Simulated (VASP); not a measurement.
Wanted: the native input for a VASP 6.6.1 run.

```yaml
Task: single point
Functional: r2SCAN
Potentials_or_basis: VASP PAW PBE potentials, release 64 (Zn, S)
Cutoff: 520 eV
k_mesh: 6 × 6 × 2
Occupations: gaussian, width 0.05 eV
Spin: no spin polarisation
Dipole_correction: no
Further_INCAR_settings: ALGO = Normal; EDIFF = 1e-06; NBANDS = 46
```

The system is ZnS.

```
Zn S
1.0
     3.92300    0.00000    0.00000
    -1.96150    3.39742    0.00000
     0.00000    0.00000   12.27947
Zn S
4 4
Direct
  0.00000 0.00000 0.00011
  0.00000 0.00000 0.50011
  0.33333 0.66667 0.25007
  0.66667 0.33333 0.75007
  0.00000 0.00000 0.18724
  0.00000 0.00000 0.68724
  0.33333 0.66667 0.43758
  0.66667 0.33333 0.93758
```

This cell differs from its parent crystal: strain +0.030 along x and y, -0.015 along z.

These files were run (other wordings do the same):

POSCAR

```
ZnS
1.0
    3.9229990227      0.0000000000      0.0000000000
   -1.9614995113      3.3974168126      0.0000000000
    0.0000000000      0.0000000000     12.2794681660
Zn S
4 4
Direct
    0.0000000000      0.0000000000      0.0001143924
    0.0000000000      0.0000000000      0.5001143924
    0.3333333333      0.6666666667      0.2500706174
    0.6666666667      0.3333333333      0.7500706174
    0.0000000000      0.0000000000      0.1872361436
    0.0000000000      0.0000000000      0.6872361436
    0.3333333333      0.6666666667      0.4375788466
    0.6666666667      0.3333333333      0.9375788466
```

INCAR.step1

```
SYSTEM = ZnS
PREC     = Accurate       ! precision mode
ENCUT    = 520            ! plane-wave cutoff, eV
ISMEAR   = 0              ! smearing method
SIGMA    = 0.05           ! smearing width, eV
LREAL    = .False.        ! projectors in reciprocal space
LASPH    = .True.         ! aspherical terms in the spheres
NELM     = 60             ! most SCF steps
NBANDS   = 46             ! bands
GGA      = PE             ! functional
ALGO     = Normal         ! electronic algorithm
EDIFF    = 1E-4           ! SCF threshold, eV
LWAVE    = .True.         ! write WAVECAR
LCHARG   = .False.        ! write CHGCAR
```

INCAR.step2

```
SYSTEM = ZnS
PREC     = Accurate       ! precision mode
ENCUT    = 520            ! plane-wave cutoff, eV
EDIFF    = 1E-6           ! SCF threshold, eV
ISMEAR   = 0              ! smearing method
SIGMA    = 0.05           ! smearing width, eV
LREAL    = .False.        ! projectors in reciprocal space
LASPH    = .True.         ! aspherical terms in the spheres
NELM     = 60             ! most SCF steps
ALGO     = Normal         ! electronic algorithm
ISIF     = 2              ! what is computed and relaxed
LWAVE    = .False.        ! write WAVECAR
LCHARG   = .True.         ! write CHGCAR
METAGGA  = R2SCAN         ! meta-GGA
LMIXTAU  = .True.       
LELF     = .True.         ! ELF
LVHAR    = .True.       
NBANDS   = 46             ! bands
ISTART   = 1
```

KPOINTS

```
regular mesh
0
Gamma
  6 6 2
  0 0 0
```

Potentials or basis: VASP PAW PBE potentials, release 64 (Zn, S).

The run is started by

```bash
$ cat potpaw_PBE.64/Zn/POTCAR potpaw_PBE.64/S/POTCAR > POTCAR
$ cp INCAR.step1 INCAR
$ mpirun -np 1 vasp_std > vasp.out
$ cp INCAR.step2 INCAR
$ mpirun -np 1 vasp_std > vasp.out
```

Results of the run:

```json
{
 "Pressure": "-2.9 GPa",
 "Largest force": "0.277 eV/Å",
 "Band gap on the k mesh": "2.50 eV"
}
```

Caveat: the cell differs from its parent crystal (strain +0.030 along x and y, -0.015 along z); the PAW data sets were made with another functional, which shifts forces and pressure a little.

Wall time 4 min on 1 thread of Intel(R) Xeon(R) 6975P-C (Granite Rapids) (shared host), peak memory 0.34 GiB.
